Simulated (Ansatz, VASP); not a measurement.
# Al2Au in VASP and in Ansatz

File INCAR:

```
  PREC = Accurate
  ENCUT = 520
  EDIFF = 1E-8
  ISMEAR = -1
  SIGMA = 0.05
  LREAL = False
  LASPH = True
  NELM = 80
  ALGO = Normal
  ISIF = 2
  LWAVE = False
  LCHARG = False
  GGA = CA
  LEFG = True
  NBANDS = 16
```

Contents of KPOINTS:

```
Automatic mesh
0
Gamma
  11 11 11
```

File POSCAR:

```
Al2Au
1.0
    0.0000000000      2.9798651651      2.9798651651
    2.9798651651      0.0000000000      2.9798651651
    2.9798651651      2.9798651651      0.0000000000
Al Au
2 1
Direct
    0.2500000000      0.2500000000      0.2500000000
    0.7500000000      0.7500000000      0.7500000000
    0.0000000000      0.0000000000      0.0000000000
```

Input for Ansatz:

```yaml
crystal:
  lattice:
    - [0.0, 2.9798651651, 2.9798651651]
    - [2.9798651651, 0.0, 2.9798651651]
    - [2.9798651651, 2.9798651651, 0.0]
  atoms:
    - { symbol: Al, position: [0.25, 0.25, 0.25] }
    - { symbol: Al, position: [0.75, 0.75, 0.75] }
    - { symbol: Au, position: [0.0, 0.0, 0.0] }
kpoints:
  mp_grid: { grid: [11, 11, 11] }
scf:
  occupations: { method: fermi_dirac, width: 0.05 }
hamiltonian:
  xc: lda
  pseudopotentials: { kind: all_electron, datasets: crystal }
output:
  forces: true
  stress: true
  eigenvalues: true
  efg: { contact_densities: true }
```

Change from the starting cell: volume scaled by 0.98, crystal datasets.

Alike in both runs: task electric field gradients; functional LDA; k mesh 11 × 11 × 11; occupations fermi-dirac, width 0.05 eV; no spin polarisation.

|  | VASP | Ansatz |
| --- | --- | --- |
| version | VASP 6.6.1 | Ansatz 0.2.0 |
| potentials or method | VASP PAW LDA potentials, release 64 (Al, Au), cutoff 520 eV | all-electron PAW with datasets made for the crystal, scalar-relativistic |

VASP gave:

| Property | Result |
| --- | --- |
| pressure (GPa) | 0.0 |

Task: What did Ansatz give for the same quantities?

Result: Pressure (GPa): -0.2.

LDA's correlation is that of Perdew and Zunger in VASP and of Perdew and Wang (1992) in Ansatz. Ansatz ran all-electron here, and VASP with PAW potentials.

Neither program's run includes spin-orbit coupling.
